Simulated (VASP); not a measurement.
Er3O: single point with PBE

The system is Er3O.

```
CELL_PARAMETERS angstrom
4.53390 0.00000 0.00000
0.00000 4.53390 0.00000
0.00000 0.00000 4.53390
ATOMIC_POSITIONS crystal
Er 0.00000 0.50000 0.50000
Er 0.50000 0.00000 0.50000
Er 0.50000 0.50000 0.00000
O 0.00000 0.00000 0.00000
```

The cell was generated, and may not be a known phase.

```yaml
Program: VASP 6.6.1
Task: single point
Functional: PBE
Potentials_or_basis: VASP PAW PBE potentials, release 64 (Er_3, O), 4f in core
Cutoff: 600 eV
k_mesh: 10 × 10 × 10
Occupations: gaussian, width 0.1 eV
Spin: no spin polarisation
Dipole_correction: no
Further_INCAR_settings: ALGO = Normal; EDIFF = 1e-06; NBANDS = 24
```

```json
{
 "Pressure": "0.5 GPa",
 "Band gap on the k mesh": "zero (an odd number of electrons rules out a gap without spin polarisation)"
}
```

Levels at points of the mesh, in eV from the Fermi level:
| k point | band 14 | band 15 | band 16 | band 17 | band 18 | band 19 |
| --- | --- | --- | --- | --- | --- | --- |
| (0.00, 0.00, 0.00) | -2.82 | -1.75 | -1.19 | -1.19 | -0.74 | -0.74 |
| (0.50, 0.00, 0.00) | -2.28 | -0.95 | -0.27 | 0.37 | 0.69 | 1.58 |
| (0.50, 0.50, 0.00) | -1.01 | -0.36 | -0.36 | 0.45 | 1.25 | 1.57 |
| (0.50, 0.50, 0.50) | -1.99 | -1.99 | -1.99 | -0.33 | 1.75 | 1.75 |

Wall time 110 s on 1 thread of Intel(R) Xeon(R) Platinum 8488C (Sapphire Rapids), with other jobs on the host, peak memory 0.28 GiB.

Caveat: spin-orbit coupling is left out, which moves the levels of the heavy elements; the 4f electrons are frozen in the core, so they carry no moment and show no levels; an odd number of electrons without spin polarisation forces a metal; a magnetic or distorted state may lie lower; the run has no spin polarisation, though such a crystal can be magnetic. With open d or f shells a metallic result of PBE can be an artefact of self-interaction; +U or a hybrid may open a gap.
